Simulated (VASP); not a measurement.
Here is a VASP 6.6.1 calculation.

Contents of INCAR:

```
SYSTEM = Si3N4
PREC = Accurate ; ENCUT = 520
EDIFF = 1E-6 ; ISMEAR = -1
SIGMA = 0.05 ; LREAL = .False.
LASPH = .True. ; NELM = 60
ALGO = Normal ; ISIF = 2
LWAVE = .False. ; LCHARG = .True.
GGA = PS ; LELF = .True.
LVHAR = .True. ; NBANDS = 25
```

KPOINTS

```
Automatic mesh
0
Gamma
  7 7 7
  0 0 0
```

POSCAR

```
Si3N4
1.0
    3.9947197631      0.0000000000      0.0000000000
    0.0000000000      3.9947197631      0.0000000000
    0.0000000000      0.0000000000      3.9947197631
Si N
3 4
Direct
    0.0000000000      0.0000000000      0.5000000000
    0.5000000000      0.0000000000      0.0000000000
    0.0000000000      0.5000000000      0.0000000000
    0.2457244177      0.2457244177      0.7542755823
    0.7542755823      0.7542755823      0.7542755823
    0.2457244177      0.7542755823      0.2457244177
    0.7542755823      0.2457244177      0.2457244177
```

Potentials or basis: VASP PAW PBE potentials, release 64 (Si, N).

Launch:

```console
$ cat potpaw_PBE.64/Si/POTCAR potpaw_PBE.64/N/POTCAR > POTCAR
$ mpirun -np 1 vasp_std > vasp.out
```

(1) Predict the largest force.

(2) Estimate the band gap on the k mesh.

(3) Predict the pressure.

Answers

(1) 0.004 eV/Å.

(2) 2.54 eV (least direct gap 2.74 eV).

(3) 20.4 GPa.

Caveat: the cell stands under pressure; the PAW data sets were made with another functional, which shifts forces and pressure a little; an odd mesh through Γ misses points on the zone boundary, where band edges can lie.
